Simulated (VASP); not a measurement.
Wanted: the native input for a VASP 6.6.1 run.

- Task: single point
- Functional: r2SCAN
- Potentials or basis: VASP PAW PBE potentials, release 64 (Ti_sv)
- Cutoff: 520 eV
- k mesh: 18 × 18 × 10
- Occupations: methfessel-paxton, width 0.05 eV
- Spin: no spin polarisation
- Dipole correction: no
- Further INCAR settings: ALGO = Normal; EDIFF = 1e-07; NBANDS = 19

The system is Ti.

```
CELL_PARAMETERS angstrom
3.00360 0.00000 0.00000
-1.50180 2.60119 0.00000
0.00000 0.00000 4.45290
ATOMIC_POSITIONS crystal
Ti 0.33333 0.66667 0.25000
Ti 0.66667 0.33333 0.75000
```

The input as run:

POSCAR

```
Ti
1.0
    3.0036000000      0.0000000000      0.0000000000
   -1.5018000000      2.6011939028      0.0000000000
    0.0000000000      0.0000000000      4.4529000000
Ti
2
Direct
    0.3333333333      0.6666666667      0.2500000000
    0.6666666667      0.3333333333      0.7500000000
```

INCAR.step1

```
SYSTEM = Ti
PREC = Accurate
ENCUT = 520
ISMEAR = 1
SIGMA = 0.05
LREAL = .FALSE.
LASPH = .TRUE.
NELM = 80
NBANDS = 19
GGA = PE
ALGO = Normal
EDIFF = 1E-4
LWAVE = .TRUE.
LCHARG = .FALSE.
```

INCAR.step2

```
SYSTEM = Ti
PREC = Accurate
ENCUT = 520
EDIFF = 1E-7
ISMEAR = 1
SIGMA = 0.05
LREAL = .FALSE.
LASPH = .TRUE.
NELM = 80
ALGO = Normal
ISIF = 2
LWAVE = .FALSE.
LCHARG = .TRUE.
METAGGA = R2SCAN
LMIXTAU = .TRUE.
LELF = .TRUE.
LVHAR = .TRUE.
NBANDS = 19
ISTART = 1
```

KPOINTS

```
Automatic mesh
0
G
  18 18 10
  0 0 0
```

Potentials or basis: VASP PAW PBE potentials, release 64 (Ti_sv).

Run with:

```sh
$ cat potpaw_PBE.64/Ti_sv/POTCAR > POTCAR
$ cp INCAR.step1 INCAR
$ mpirun -np 1 vasp_std > vasp.out
$ cp INCAR.step2 INCAR
$ mpirun -np 1 vasp_std > vasp.out
```

It gave:

```
Pressure               : -0.2 GPa
Band gap on the k mesh : zero (band 12 reaches 9.21 eV, above the bottom of band 13 at 8.03 eV)
```

Caveat: the PAW data sets were made with another functional, which shifts forces and pressure a little.

It took 3.5 min on 1 thread of Intel(R) Xeon(R) 6975P-C (Granite Rapids), with other jobs on the host, peak memory 0.25 GiB.
